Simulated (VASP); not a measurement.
# BAs (I-4m2) in VASP: notebook

Runs on BAs. Level: LDA. Tasks: single point.

Everything below comes from runs of VASP 6.6.1. Logs are shortened: lines on timing, memory, paths and dates and some standing lists are left out, and cuts for length are marked.

**1. The cell of the first run**

Symmetry: I-4m2, No. 119, tetragonal system. The conventional cell has a = 3.412 Å, b = 3.412 Å, c = 4.777 Å, α = 90.00°, β = 90.00°, γ = 90.00°. B (site symmetry -4m2) has 4 As at 2.08 Å within 2.8 Å. As (site symmetry -4m2) has 4 B at 2.08 Å within 2.8 Å.

**2. Single point, LDA (equal xx and yy strain of +1 %)**

The input, INCAR:

```
SYSTEM = BAs
ALGO = Normal
EDIFF = 1E-6
ENCUT = 520
GGA = CA
ISIF = 2
ISMEAR = -1
LASPH = .TRUE.
LCHARG = .FALSE.
LREAL = .FALSE.
LWAVE = .FALSE.
NBANDS = 11
NELM = 100
PREC = Accurate
SIGMA = 0.03
```

The input, KPOINTS:

```
k-points
0
G
  15 15 15
  0 0 0
```

The input, POSCAR:

```
BAs
1.0
    0.0000000000      2.4123850000      2.3885000000
    2.4123850000      0.0000000000      2.3885000000
    2.4123850000      2.4123850000      0.0000000000
B As
1 1
Direct
    0.0000000000      0.0000000000      0.0000000000
    0.7500000000      0.7500000000      0.7500000000
```

Potentials or basis: VASP PAW LDA potentials, release 64 (B, As).

Launch:

```sh
$ cat potpaw_LDA.64/B/POTCAR potpaw_LDA.64/As/POTCAR > POTCAR
$ mpirun -np 1 vasp_std > vasp.out
```

OUTCAR:

```text
SYSTEM = BAs
   EDIFF = 1E-6
   ENCUT = 520
   GGA = CA
   ISIF = 2
   ISMEAR = -1
   LASPH = .TRUE.
   LREAL = .FALSE.
   NELM = 100
   PREC = Accurate

 ion  position               nearest neighbor table
   1  0.000  0.000  0.000-   2 2.08   2 2.08   2 2.08   2 2.08
   2  0.750  0.750  0.750-   1 2.08   1 2.08   1 2.08   1 2.08

  LATTYP: Found a body centered tetragonal cell.
 ALAT       =     3.4116275847
 C/A-ratio  =     1.4002114479

  Lattice vectors:

 A1 = (   0.0000000000,  -2.4123850000,  -2.3885000000)
 A2 = (   0.0000000000,   2.4123850000,  -2.3885000000)
 A3 = (   2.4123850000,   0.0000000000,   2.3885000000)

Analysis of symmetry for initial positions (statically):
=====================================================================
 Subroutine PRICEL returns:
 Original cell was already a primitive cell.

 Routine SETGRP: Setting up the symmetry group for a
 body centered tetragonal supercell.

 Subroutine GETGRP returns: Found  8 space group operations
 (whereof  8 operations were pure point group operations)
 out of a pool of 16 trial point group operations.

The static configuration has the point symmetry D_2d.

Analysis of symmetry for dynamics (positions and initial velocities):
=====================================================================
 Subroutine PRICEL returns:
 Original cell was already a primitive cell.

 Routine SETGRP: Setting up the symmetry group for a
 body centered tetragonal supercell.

 Subroutine GETGRP returns: Found  8 space group operations
 (whereof  8 operations were pure point group operations)
 out of a pool of 16 trial point group operations.

The dynamic configuration has the point symmetry D_2d.

 Subroutine INISYM returns: Found  8 space group operations
 (whereof  8 operations are pure point group operations),
 and found     1 'primitive' translations

----------------------------------------------------------------------------------------

                                     Primitive cell

  volume of cell :      27.8002

  direct lattice vectors                    reciprocal lattice vectors
     0.000000000  2.412385000  2.388500000    -0.207263766  0.207263766  0.209336404
     2.412385000  0.000000000  2.388500000     0.207263766 -0.207263766  0.209336404
     2.412385000  2.412385000  0.000000000     0.207263766  0.207263766 -0.209336404

  length of vectors
     3.394780352  3.394780352  3.411627585     0.360191987  0.360191987  0.360191987

  position of ions in fractional coordinates (direct lattice)
     0.000000000  0.000000000  0.000000000
     0.750000000  0.750000000  0.750000000

  ion indices of the primitive-cell ions
   primitive index   ion index
                 1           1
                 2           2

----------------------------------------------------------------------------------------

 KPOINTS: k-points

Automatic generation of k-mesh.
 Grid dimensions read from file:
 generate k-points for:   15   15   15

 Generating k-lattice:

  Cartesian coordinates                     Fractional coordinates (reciprocal lattice)
    -0.013817584  0.013817584  0.013955760     0.066666667  0.000000000  0.000000000
     0.013817584 -0.013817584  0.013955760     0.000000000  0.066666667  0.000000000
     0.013817584  0.013817584 -0.013955760    -0.000000000 -0.000000000  0.066666667

  Length of vectors
     0.024012799  0.024012799  0.024012799

  Shift w.r.t. Gamma in fractional coordinates (k-lattice)
     0.000000000  0.000000000  0.000000000

 Subroutine IBZKPT returns following result:
 ===========================================

 Found    288 irreducible k-points:

 Following reciprocal coordinates:
            Coordinates               Weight
  0.000000  0.000000  0.000000      1.000000
  0.066667  0.000000  0.000000      8.000000
  0.133333  0.000000  0.000000      8.000000
  0.200000  0.000000  0.000000      8.000000
  0.266667  0.000000  0.000000      8.000000
  0.333333  0.000000  0.000000      8.000000
[... 16 lines left out ...]
  0.133333  0.133333  0.000000      2.000000
  0.200000  0.133333  0.000000      8.000000
 [... further k-points ...]
   k-points           NKPTS =    288   k-points in BZ     NKDIM =    288   number of bands    NBANDS=     11
   number of dos      NEDOS =    301   number of ions     NIONS =      2
   total plane-waves  NPLWV =  21952
   dimension x,y,z NGX =    28 NGY =   28 NGZ =   28
   dimension x,y,z NGXF=    56 NGYF=   56 NGZF=   56
   ions per type =               1   1
   NGX,Y,Z   is equivalent  to a cutoff of  13.71, 13.71, 13.64 a.u.
   NGXF,Y,Z  is equivalent  to a cutoff of  27.42, 27.42, 27.29 a.u.
 SYSTEM =  BAs
   PREC   = accura    normal or accurate (medium, high low for compatibility)
   ISTART =      0    job   : 0-new  1-cont  2-samecut
   ICHARG =      2    charge: 1-file 2-atom 10-const
   ISPIN  =      1    spin polarized calculation?
   LNONCOLLINEAR =      F non collinear calculations
   LSORBIT =      F    spin-orbit coupling
   LASPH  =      T    aspherical Exc in radial PAW
   ENCUT  =  520.0 eV  38.22 Ry    6.18 a.u.   6.31  6.31  6.34*2*pi/ulx,y,z
   NELM   =    100;   NELMIN=  2; NELMDL= -5     # of ELM steps
   EDIFF  = 0.1E-05   stopping-criterion for ELM
   LREAL  =      F    real-space projection
   EDIFFG = 0.1E-04   stopping-criterion for IOM
   NSW    =      0    number of steps for IOM
   IBRION =     -1    ionic relax: 0-MD 1-quasi-New 2-CG
   NFREE  =      0    steps in history (QN), initial steepest desc. (CG)
   ISIF   =      2    stress and relaxation
   ISYM   =      2    0-nonsym 1-usesym 2-fastsym
   POTIM  = 0.5000    time-step for ionic-motion
   TEBEG  =    0.0;   TEEND  =   0.0 temperature during run
   PSTRESS=    0.0 pullay stress
   NELECT =       8.0000    total number of electrons
   NUPDOWN=      -1.0000    fix difference up-down
   EMIN   =  10.00;   EMAX   =-10.00  energy-range for DOS
   EFERMI =   0.00;   METHOD = LEGACY
   ISMEAR =    -1;   SIGMA  =   0.03  broadening in eV -4-tet -1-fermi 0-gaus
   EFERMI_NEDOS =   21; number of points for ismear=-14 and -15
   IALGO  =     38    algorithm
   IMIX   =      4    mixing-type and parameters
     AMIX     =   0.40;   BMIX     =  1.00
     AMIX_MAG =   1.60;   BMIX_MAG =  1.00
  volume/ion in A,a.u.               =      13.90        93.80
  Fermi-wavevector in a.u.,A,eV,Ry     =   1.080825  2.042463 15.894087  1.168182
  Thomas-Fermi vector in A             =   2.216826
   LORBIT       =      0    0 simple, 1 ext, 2 COOP (PROOUT), +10 PAW based schemes
   GGA     = CA    functional components
   LHFCALC =     F    Hartree Fock is set to
   AEXX    =    0.0000 exact exchange contribution
   IVDW    =     0    specifies the selected vdW correction
   LEPSILON=     F    determine dielectric tensor
   LRPA    =     F    only Hartree local field effects (RPA)
 non-spin polarized calculation
  energy-cutoff  :      520.00
  volume of cell :       27.80
 maximum number of plane-waves:       760
 NGX is ok and might be reduce to    28
   NGX = 13   NGY = 13   NGZ = 13

 number of electron       8.0000000 magnetization

 Free energy of the ion-electron system (eV)
  ---------------------------------------------------
  ext. energy  EPLUGINS =         0.00000000
  ---------------------------------------------------
  free energy    TOTEN  =       -12.90523708 eV

  energy without entropy =      -12.90523708  energy(sigma->0) =      -12.90523708

 E-fermi :   6.4709     XC(G=0): -10.7015

 val. band max:        5.9967365980   @ k =   0.0000   0.0000   0.0000
 cond. band min:       6.9890126603   @ k =   0.4000   0.4000   0.0000
 fundamental gap:      0.9922760624
 Fermi energy:         6.4708713401

 k-point     1 :       0.0000    0.0000    0.0000
  band No.  band energies     occupation
      1      -9.2638      2.00000
      2       5.9028      2.00000
      3       5.9028      2.00000
      4       5.9967      2.00000
      5       9.1165      0.00000
      6       9.1799      0.00000
      7       9.1799      0.00000
      8      10.3733      0.00000
      9      15.1928      0.00000
     10      18.7501      0.00000
     11      19.0137      0.00000

 k-point     2 :       0.0667    0.0000    0.0000
  band No.  band energies     occupation
      1      -9.1922      2.00000
      2       5.2297      2.00000
      3       5.7599      2.00000
      4       5.8271      2.00000
      5       9.2450      0.00000
      6       9.3407      0.00000
      7       9.3647      0.00000
      8      10.8034      0.00000
      9      15.4870      0.00000
     10      18.0859      0.00000
     11      18.3004      0.00000

 k-point     3 :       0.1333    0.0000    0.0000
  band No.  band energies     occupation
      1      -8.9790      2.00000
      2       3.8043      2.00000
      3       5.4237      2.00000
      4       5.4956      2.00000
      5       9.1957      0.00000
      6       9.7700      0.00000
      7       9.7972      0.00000
      8      11.8198      0.00000
      9      16.2215      0.00000
     10      17.3427      0.00000
     11      17.5131      0.00000

 k-point     4 :       0.2000    0.0000    0.0000
  band No.  band energies     occupation
      1      -8.6295      2.00000
      2       2.2319      2.00000
      3       5.0368      2.00000
      4       5.1184      2.00000
      5       9.0172      0.00000
      6      10.2456      0.00000
      7      10.2532      0.00000
      8      12.8932      0.00000
      9      16.8159      0.00000
     10      16.9934      0.00000
     11      17.1280      0.00000
[... 239 lines left out ...]
 k-point    22 :      -0.0667    0.0667    0.0000
  band No.  band energies     occupation
      1      -9.0745      2.00000
      2       4.5660      2.00000
      3       5.1633      2.00000
      4       5.7712      2.00000
      5       9.3692      0.00000
      6       9.3836      0.00000
      7       9.8162      0.00000
      8      11.3618      0.00000
      9      15.9370      0.00000
     10      17.1365      0.00000
     11      17.9475      0.00000

 k-point    23 :       0.1333    0.1333    0.0000
  band No.  band energies     occupation
      1      -8.8786      2.00000
      2       4.3897      2.00000
      3       4.6563      2.00000
      4       4.6563      2.00000
      5       8.3313      0.00000
      6      10.8178      0.00000
      7      10.8178      0.00000
      8      11.3986      0.00000
      9      15.9983      0.00000
     10      16.6656      0.00000
     11      19.1750      0.00000

 k-point    24 :       0.2000    0.1333    0.0000
  band No.  band energies     occupation
      1      -8.6183      2.00000
      2       3.1604      2.00000
      3       4.2404      2.00000
      4       4.4934      2.00000
      5       8.3204      0.00000
      6      10.9014      0.00000
      7      11.4179      0.00000
      8      11.9214      0.00000
      9      15.7649      0.00000
     10      17.4522      0.00000
     11      18.9994      0.00000

 [... further k-points ...]
[... 5 lines left out ...]
  --------------------------------------------------------------------------------------
  -------------------------------------------------------------------------------------
  Total       -1.0969268     -1.0969268     -0.7502678      0.0000000     -0.0000000      0.0000000
  in kB      -63.2178530    -63.2178530    -43.2392738      0.0000000     -0.0000000      0.0000000
  external PRESSURE =     -56.5583266 kB  Pullay stress =       0.0000000 kB

 VOLUME and BASIS-vectors are now :
 -----------------------------------------------------------------------------
  energy-cutoff  :      520.00
  volume of cell :       27.80
      direct lattice vectors                 reciprocal lattice vectors
     0.000000000  2.412385000  2.388500000    -0.207263766  0.207263766  0.209336404
     2.412385000  0.000000000  2.388500000     0.207263766 -0.207263766  0.209336404
     2.412385000  2.412385000  0.000000000     0.207263766  0.207263766 -0.209336404

 POSITION                                       TOTAL-FORCE (eV/Angst)
 -----------------------------------------------------------------------------------
      0.00000      0.00000      0.00000        -0.000000     -0.000000     -0.000000
      3.61858      3.61858      3.58275         0.000000      0.000000      0.000000
 -----------------------------------------------------------------------------------
    total drift:                                0.000000      0.000000      0.000000

  FREE ENERGIE OF THE ION-ELECTRON SYSTEM (eV)
  ---------------------------------------------------
  free  energy   TOTEN  =       -12.9052370801 eV

  energy  without entropy=      -12.9052370801  energy(sigma->0) =      -12.90523708
```

It used 65 s of CPU time on 1 thread of Intel Xeon 6975P-C, with other jobs on the host.

Results:

* Free energy: -12.9052 eV
* Pressure: -5.7 GPa
* Band gap on the k mesh: 0.99 eV, indirect (least direct gap 3.12 eV)

Caveat: the cell differs from its parent crystal (equal xx and yy strain of +1 %).

(Part 1 of 2 ends here.)
